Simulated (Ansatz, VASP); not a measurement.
**Two plane-wave programs on CdS**

INCAR

```
SYSTEM = CdS
ALGO     = Normal         ! electronic algorithm
EDIFF    = 1E-6           ! SCF threshold, eV
EDIFFG   = -0.01          ! ionic threshold
ENCUT    = 600            ! plane-wave cutoff, eV
GGA      = PS             ! functional
IBRION   = 2              ! ionic algorithm
ISIF     = 3              ! what is computed and relaxed
ISMEAR   = -1             ! smearing method
LASPH    = .TRUE.         ! aspherical terms in the spheres
LCHARG   = .FALSE.        ! write CHGCAR
LREAL    = .FALSE.        ! projectors in reciprocal space
LWAVE    = .FALSE.        ! write WAVECAR
NELM     = 60             ! most SCF steps
NSW      = 60             ! ionic steps
PREC     = Accurate       ! precision mode
SIGMA    = 0.05           ! smearing width, eV
```

File KPOINTS:

```
k-points
0
G
  7 7 4
  0 0 0
```

The input POSCAR:

```
CdS
1.0
    4.1500000000      0.0000000000      0.0000000000
   -2.0750000000      3.5940054257      0.0000000000
    0.0000000000      0.0000000000      6.7370000000
Cd S
2 2
Direct
    0.6666666667      0.3333333333      0.5000000000
    0.3333333333      0.6666666667      0.0000000000
    0.6666666667      0.3333333333      0.8750000000
    0.3333333333      0.6666666667      0.3750000000
```

The input input.yaml:

```yaml
crystal:
  lattice:
    - [4.15, 0.0, 0.0]
    - [-2.075, 3.5940054257, 0.0]
    - [0.0, 0.0, 6.737]
  atoms:
    - { symbol: Cd, position: [0.6666666667, 0.3333333333, 0.5] }
    - { symbol: Cd, position: [0.3333333333, 0.6666666667, 0.0] }
    - { symbol: S, position: [0.6666666667, 0.3333333333, 0.875] }
    - { symbol: S, position: [0.3333333333, 0.6666666667, 0.375] }
hamiltonian:
  xc: pbesol
  pseudopotentials: { kind: paw }
kpoints:
  mp_grid: { grid: [7, 7, 4] }
scf:
  occupations: { method: fermi_dirac, width: 0.05 }
output:
  forces: true
  stress: true
  eigenvalues: true
  write_density: true
  write_potential: true
  elf: true
  volumetric_format: npy
relax:
  f_tol: 0.01
  max_steps: 40
  cell: { stress_tol: 0.05 }
```

Alike in both runs: task relaxation of cell and atoms; functional PBEsol; k mesh 7 × 7 × 4; occupations fermi-dirac, width 0.05 eV; no spin polarisation.

|  | VASP | Ansatz |
| --- | --- | --- |
| version | VASP 6.6.1 | Ansatz 0.2.0 |
| potentials or method | VASP PAW PBE potentials, release 64 (Cd, S) | Ansatz PAW |
| plane-wave cutoff (eV) | 600 | 420 |
| valence electrons in the cell | 36 | 52 |

Ansatz gave:

- gap on the k mesh at the Fermi level, each at its own relaxed structure (eV): 1.09
- relaxed volume (Å³/atom): 24.70
- relaxed cell length with the largest relative difference (Å): 6.712

**Question.** Which values does VASP return?

**Answer.** gap on the k mesh at the Fermi level, each at its own relaxed structure (eV): 1.08; relaxed volume (Å³/atom): 24.84; relaxed cell length with the largest relative difference (Å): 6.730.

VASP's potentials were made for PBE, not for PBEsol. VASP's potentials hold 36 valence electrons a cell and Ansatz's 52, so a difference there can come from the potentials and not from the codes.

Noted on Ansatz's run: odd divisions of the mesh miss points on the zone boundary, where band edges often lie, so the gap on the mesh can be too wide; the plane-wave basis is chosen anew once the cell has moved, so the energies of steps on either side of that aren't comparable.
